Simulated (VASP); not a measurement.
# Si3N4 (I-43d) in VASP: settings compared

Aim: see how the results for Si3N4 move with the level of theory and the settings. Levels: LDA, PBEsol. Tasks: electric field gradients.

All numbers are computed with VASP 6.6.1; they aren't measurements. Logs are shortened: lines on timing, memory, paths and dates and some standing lists are left out, and cuts for length are marked.

**1. The cell of the first run**

It takes space group I-43d (No. 220, cubic). The conventional cell has a = 6.475 Å, b = 6.475 Å, c = 6.475 Å, α = 90.00°, β = 90.00°, γ = 90.00°. Si (site symmetry -4) has 4 N at 1.75 Å within 2.3 Å. Within 2.3 Å of N (site symmetry 3) lie 3 Si at 1.75 Å.

**2. Electric field gradients, LDA**

Input file INCAR:

```
ALGO = Normal
EDIFF = 1E-8
ENCUT = 520
ISIF = 2
ISMEAR = -1
LASPH = True
LCHARG = False
LEFG = True
LREAL = False
LWAVE = False
NBANDS = 45
NELM = 80
PREC = Accurate
SIGMA = 0.02
```

Input file KPOINTS:

```
k-points
0
Gamma
  6 6 6
```

Input file POSCAR:

```
Si3N4
1.0
   -3.2373500000      3.2373500000      3.2373500000
    3.2373500000     -3.2373500000      3.2373500000
    3.2373500000      3.2373500000     -3.2373500000
Si N
6 8
Direct
    0.2500000000      0.1250000000      0.8750000000
    0.8750000000      0.2500000000      0.1250000000
    0.7500000000      0.3750000000      0.6250000000
    0.6250000000      0.7500000000      0.3750000000
    0.1250000000      0.8750000000      0.2500000000
    0.3750000000      0.6250000000      0.7500000000
    0.5628000000      0.5628000000      0.5628000000
    0.4372000000      0.5000000000      0.0000000000
    0.5000000000      0.0000000000      0.9372000000
    0.0000000000      0.4372000000      0.5000000000
    0.9372000000      0.5000000000      0.0000000000
    0.0628000000      0.0628000000      0.0628000000
    0.0000000000      0.9372000000      0.5000000000
    0.5000000000      0.0000000000      0.4372000000
```

Potentials or basis: VASP PAW LDA potentials, release 64 (Si, N).

Launch:

```bash
> cat potpaw_LDA.64/Si/POTCAR potpaw_LDA.64/N/POTCAR > POTCAR
> mpirun -np 1 vasp_std > vasp.out
```

OUTCAR:

```text
EDIFF = 1E-8
   ENCUT = 520
   ISIF = 2
   ISMEAR = -1
   LASPH = True
   LREAL = False
   NELM = 80
   PREC = Accurate

 ion  position               nearest neighbor table
   1  0.250  0.125  0.875-  12 1.75   9 1.75   8 1.75  13 1.75   4 3.03   6 3.03   2 3.03   5 3.03
                             6 3.03   4 3.03   2 3.03   5 3.03
   2  0.875  0.250  0.125-  10 1.75  11 1.75  12 1.75   9 1.75   5 3.03   6 3.03   1 3.03   6 3.03
                             3 3.03   1 3.03   3 3.03   5 3.03
   3  0.750  0.375  0.625-   7 1.75  10 1.75  11 1.75  14 1.75   6 3.03   5 3.03   4 3.03   5 3.03
                             2 3.03   2 3.03   4 3.03   6 3.03
   4  0.625  0.750  0.375-   7 1.75   8 1.75  13 1.75  14 1.75   3 3.03   5 3.03   1 3.03   6 3.03
                             1 3.03   5 3.03   6 3.03   3 3.03
   5  0.125  0.875  0.250-  11 1.75  12 1.75  13 1.75  14 1.75   1 3.03   4 3.03   3 3.03   2 3.03
                             3 3.03   4 3.03   1 3.03   2 3.03
   6  0.375  0.625  0.750-  10 1.75   8 1.75   9 1.75   7 1.75   4 3.03   1 3.03   2 3.03   1 3.03
                             3 3.03   2 3.03   4 3.03   3 3.03
   7  0.563  0.563  0.563-   4 1.75   3 1.75   6 1.75
   8  0.437  0.500  0.000-   1 1.75   4 1.75   6 1.75
   9  0.500  0.000  0.937-   1 1.75   6 1.75   2 1.75
  10  0.000  0.437  0.500-   6 1.75   3 1.75   2 1.75
  11  0.937  0.500  0.000-   5 1.75   3 1.75   2 1.75
  12  0.063  0.063  0.063-   1 1.75   2 1.75   5 1.75
  13  0.000  0.937  0.500-   1 1.75   4 1.75   5 1.75
  14  0.500  0.000  0.437-   4 1.75   5 1.75   3 1.75

  LATTYP: Found a body centered cubic cell.
 ALAT       =     6.4747000000

  Lattice vectors:

 A1 = (  -3.2373500000,   3.2373500000,   3.2373500000)
 A2 = (   3.2373500000,  -3.2373500000,   3.2373500000)
 A3 = (   3.2373500000,   3.2373500000,  -3.2373500000)

Analysis of symmetry for initial positions (statically):
=====================================================================
 Subroutine PRICEL returns:
 Original cell was already a primitive cell.

 Routine SETGRP: Setting up the symmetry group for a
 body centered cubic supercell.

 Subroutine GETGRP returns: Found 24 space group operations
 (whereof  3 operations were pure point group operations)
 out of a pool of 48 trial point group operations.

The static configuration has the point symmetry C_3 .
 The point group associated with its full space group is T_d .

Analysis of symmetry for dynamics (positions and initial velocities):
=====================================================================
 Subroutine PRICEL returns:
 Original cell was already a primitive cell.

 Routine SETGRP: Setting up the symmetry group for a
 body centered cubic supercell.

 Subroutine GETGRP returns: Found 24 space group operations
 (whereof  3 operations were pure point group operations)
 out of a pool of 48 trial point group operations.

The dynamic configuration has the point symmetry C_3 .
 The point group associated with its full space group is T_d .

 Subroutine INISYM returns: Found 24 space group operations
 (whereof  3 operations are pure point group operations),
 and found     1 'primitive' translations

----------------------------------------------------------------------------------------

                                     Primitive cell

  volume of cell :     135.7153

  direct lattice vectors                    reciprocal lattice vectors
    -3.237350000  3.237350000  3.237350000     0.000000000  0.154447310  0.154447310
     3.237350000 -3.237350000  3.237350000     0.154447310  0.000000000  0.154447310
     3.237350000  3.237350000 -3.237350000     0.154447310  0.154447310  0.000000000

  length of vectors
     5.607254682  5.607254682  5.607254682     0.218421481  0.218421481  0.218421481

  position of ions in fractional coordinates (direct lattice)
     0.250000000  0.125000000  0.875000000
     0.875000000  0.250000000  0.125000000
     0.750000000  0.375000000  0.625000000
     0.625000000  0.750000000  0.375000000
     0.125000000  0.875000000  0.250000000
     0.375000000  0.625000000  0.750000000
     0.562800000  0.562800000  0.562800000
     0.437200000  0.500000000  0.000000000
     0.500000000  0.000000000  0.937200000
     0.000000000  0.437200000  0.500000000
     0.937200000  0.500000000  0.000000000
     0.062800000  0.062800000  0.062800000
     0.000000000  0.937200000  0.500000000
     0.500000000  0.000000000  0.437200000

  ion indices of the primitive-cell ions
   primitive index   ion index
                 1           1
                 2           2
                 3           3
                 4           4
                 5           5
                 6           6
                 7           7
                 8           8
[... 80 lines left out ...]
   NELECT =      64.0000    total number of electrons
   NUPDOWN=      -1.0000    fix difference up-down
   EMIN   =  10.00;   EMAX   =-10.00  energy-range for DOS
   EFERMI =   0.00;   METHOD = LEGACY
   ISMEAR =    -1;   SIGMA  =   0.02  broadening in eV -4-tet -1-fermi 0-gaus
   EFERMI_NEDOS =   21; number of points for ismear=-14 and -15
   IALGO  =     38    algorithm
   IMIX   =      4    mixing-type and parameters
     AMIX     =   0.40;   BMIX     =  1.00
     AMIX_MAG =   1.60;   BMIX_MAG =  1.00
  volume/ion in A,a.u.               =       9.69        65.42
  Fermi-wavevector in a.u.,A,eV,Ry     =   1.274261  2.408005 22.092350  1.623742
  Thomas-Fermi vector in A             =   2.407039
   LORBIT       =      0    0 simple, 1 ext, 2 COOP (PROOUT), +10 PAW based schemes
   GGA     = CA    functional components
   LHFCALC =     F    Hartree Fock is set to
   AEXX    =    0.0000 exact exchange contribution
   IVDW    =     0    specifies the selected vdW correction
   LEPSILON=     F    determine dielectric tensor
   LRPA    =     F    only Hartree local field effects (RPA)
 non-spin polarized calculation
  energy-cutoff  :      520.00
  volume of cell :      135.72
 maximum number of plane-waves:      3675
 NGX is ok and might be reduce to    42
   NGX = 21   NGY = 21   NGZ = 21

 number of electron      63.9999995 magnetization

 Free energy of the ion-electron system (eV)
  ---------------------------------------------------
  ext. energy  EPLUGINS =         0.00000000
  ---------------------------------------------------
  free energy    TOTEN  =      -125.34828193 eV

  energy without entropy =     -125.34828193  energy(sigma->0) =     -125.34828193

 E-fermi :   8.0895     XC(G=0): -11.7011

 val. band max:        7.5732311272   @ k =   0.3333   0.3333   0.0000
 cond. band min:      11.4912815256   @ k =  -0.1667   0.1667   0.1667
 fundamental gap:      3.9180503984
 Fermi energy:         8.0895355081

 k-point     1 :       0.0000    0.0000    0.0000
  band No.  band energies     occupation
      1     -10.4753      2.00000
      2      -7.5237      2.00000
      3      -7.5237      2.00000
      4      -7.5237      2.00000
      5      -6.9984      2.00000
      6      -6.9984      2.00000
[... 741 lines left out ...]
     43      15.9927      0.00000
     44      15.9927      0.00000
 [bands above 44 left out]

------------------------ aborting loop because EDIFF is reached ----------------------------------------

  FORCE on cell =-STRESS in cart. coord.  units (eV):
  Direction    XX          YY          ZZ          XY          YZ          ZX
  --------------------------------------------------------------------------------------
  -------------------------------------------------------------------------------------
  Total       -6.1264566     -6.1264566     -6.1264566     -0.0000000     -0.0000000     -0.0000000
  in kB      -72.3254238    -72.3254238    -72.3254238     -0.0000000     -0.0000000     -0.0000000
  external PRESSURE =     -72.3254238 kB  Pullay stress =       0.0000000 kB

 VOLUME and BASIS-vectors are now :
 -----------------------------------------------------------------------------
  energy-cutoff  :      520.00
  volume of cell :      135.72
      direct lattice vectors                 reciprocal lattice vectors
    -3.237350000  3.237350000  3.237350000     0.000000000  0.154447310  0.154447310
     3.237350000 -3.237350000  3.237350000     0.154447310  0.000000000  0.154447310
     3.237350000  3.237350000 -3.237350000     0.154447310  0.154447310  0.000000000

 POSITION                                       TOTAL-FORCE (eV/Angst)
 -----------------------------------------------------------------------------------
      2.42801      3.23735     -1.61868        -0.000000     -0.000000      0.000000
     -1.61868      2.42801      3.23735        -0.000000     -0.000000      0.000000
      0.80934      3.23735      1.61868        -0.000000     -0.000000      0.000000
      1.61868      0.80934      3.23735        -0.000000     -0.000000      0.000000
      3.23735     -1.61868      2.42801        -0.000000     -0.000000      0.000000
      3.23735      1.61868      0.80934        -0.000000     -0.000000      0.000000
      1.82198      1.82198      1.82198         0.019159      0.019159      0.019159
      0.20331     -0.20331      3.03404         0.019159     -0.019159     -0.019159
      1.41537      4.65272     -1.41537        -0.019159     -0.019159      0.019159
      3.03404      0.20331     -0.20331        -0.019159      0.019159     -0.019159
     -1.41537      1.41537      4.65272         0.019159     -0.019159     -0.019159
      0.20331      0.20331      0.20331         0.019159      0.019159      0.019159
      4.65272     -1.41537      1.41537        -0.019159      0.019159     -0.019159
     -0.20331      3.03404      0.20331        -0.019159     -0.019159      0.019159
 -----------------------------------------------------------------------------------
    total drift:                               -0.000000     -0.000000      0.000000

  FREE ENERGIE OF THE ION-ELECTRON SYSTEM (eV)
  ---------------------------------------------------
  free  energy   TOTEN  =      -125.3482819311 eV

  energy  without entropy=     -125.3482819311  energy(sigma->0) =     -125.34828193

 Electric field gradients (V/A^2)
---------------------------------------------------------------------
 ion       V_xx      V_yy      V_zz      V_xy      V_xz      V_yz
---------------------------------------------------------------------
   1      -0.855     0.427     0.427     0.000     0.000     0.000
   2       0.427    -0.855     0.427     0.000     0.000     0.000
   3      -0.855     0.427     0.427     0.000     0.000     0.000
   4       0.427    -0.855     0.427     0.000     0.000     0.000
   5       0.427     0.427    -0.855     0.000     0.000     0.000
   6       0.427     0.427    -0.855     0.000     0.000     0.000
   7       0.000     0.000    -0.000   -26.551   -26.551   -26.551
   8       0.000    -0.000    -0.000    26.552    26.552   -26.551
   9      -0.000    -0.000     0.000   -26.551    26.552    26.552
  10      -0.000     0.000    -0.000    26.552   -26.551    26.552
  11       0.000    -0.000    -0.000    26.552    26.552   -26.551
  12       0.000    -0.000    -0.000   -26.551   -26.551   -26.551
  13      -0.000     0.000    -0.000    26.552   -26.551    26.552
  14      -0.000    -0.000     0.000   -26.551    26.552    26.552
---------------------------------------------------------------------

 Electric field gradients after diagonalization (V/A^2)
 (convention: |V_zz| > |V_xx| > |V_yy|)
----------------------------------------------------------------------
 ion       V_xx      V_yy      V_zz     asymmetry (V_yy - V_xx)/ V_zz
----------------------------------------------------------------------
   1       0.427     0.427    -0.855       0.000
   2       0.427     0.427    -0.855       0.000
   3       0.427     0.427    -0.855       0.000
   4       0.427     0.427    -0.855       0.000
   5       0.427     0.427    -0.855       0.000
   6       0.427     0.427    -0.855       0.000
   7      26.551    26.551   -53.103       0.000
   8      26.552    26.551   -53.103       0.000
   9      26.552    26.551   -53.103       0.000
  10      26.552    26.551   -53.103       0.000
  11      26.552    26.551   -53.103       0.000
  12      26.551    26.551   -53.103       0.000
  13      26.552    26.551   -53.103       0.000
  14      26.552    26.551   -53.103       0.000
----------------------------------------------------------------------

           NMR quadrupolar parameters

 Cq : quadrupolar parameter    Cq=e*Q*V_zz/h
 eta: asymmetry parameters     (V_yy - V_xx)/ V_zz
 Q  : nuclear electric quadrupole moment in mb (millibarn)
----------------------------------------------------------------------
 ion       Cq(MHz)       eta       Q (mb)
----------------------------------------------------------------------
   1      -0.002       0.000       1.000
   2      -0.002       0.000       1.000
   3      -0.002       0.000       1.000
   4      -0.002       0.000       1.000
   5      -0.002       0.000       1.000
   6      -0.002       0.000       1.000
   7      -0.128       0.000       1.000
   8      -0.128       0.000       1.000
   9      -0.128       0.000       1.000
  10      -0.128       0.000       1.000
  11      -0.128       0.000       1.000
  12      -0.128       0.000       1.000
  13      -0.128       0.000       1.000
  14      -0.128       0.000       1.000
----------------------------------------------------------------------
```

Run time: 68 s. Hardware: 1 thread of Intel Xeon Platinum 8488C (Sapphire Rapids), shared host; peak memory 0.24 GiB.

Results:

```
Free energy                             : -125.3483 eV
Pressure                                : -7.2 GPa
Largest force                           : 0.033 eV/Å
Band gap on the k mesh                  : 3.92 eV (least direct gap 4.10 eV)
Largest electric field gradient by atom : Si -0.9; N -53.1 V/Å²
```

Forces in eV/Å, atoms in the order of the input:
```
Si   0.000  0.000  0.000
Si   0.000  0.000  0.000
Si   0.000  0.000  0.000
Si   0.000  0.000  0.000
Si   0.000  0.000  0.000
Si   0.000  0.000  0.000
N    0.019  0.019  0.019
N    0.019 -0.019 -0.019
N   -0.019 -0.019  0.019
N   -0.019  0.019 -0.019
N    0.019 -0.019 -0.019
N    0.019  0.019  0.019
N   -0.019  0.019 -0.019
N   -0.019 -0.019  0.019
```

Levels at points of the mesh, in eV from the valence-band top:
```
           k point  band 30  band 31  band 32  band 33  band 34  band 35
(0.00, 0.00, 0.00)    -0.17    -0.17    -0.06     4.44     4.44     4.55
(0.50, 0.00, 0.00)    -1.30    -0.02    -0.02     4.78     4.78     5.84
(0.50, 0.50, 0.50)    -1.94    -1.22    -1.22     5.22     5.22     5.22
```

Electric field gradients, principal values (V/Å²):
```tsv
atom	least	middle	greatest (by size)
1 Si	0.427	0.427	-0.855
2 Si	0.427	0.427	-0.855
3 Si	0.427	0.427	-0.855
4 Si	0.427	0.427	-0.855
5 Si	0.427	0.427	-0.855
6 Si	0.427	0.427	-0.855
7 N	26.551	26.551	-53.103
8 N	26.551	26.552	-53.103
9 N	26.551	26.552	-53.103
10 N	26.551	26.552	-53.103
11 N	26.551	26.552	-53.103
12 N	26.551	26.551	-53.103
13 N	26.551	26.552	-53.103
14 N	26.551	26.552	-53.103
```

Caveat: the cell stands under tension; without QUAD_EFG the Cq values of the log hold for a quadrupole moment of 1 mb, not for the nuclei.

(Continued in part 2 of 2.)
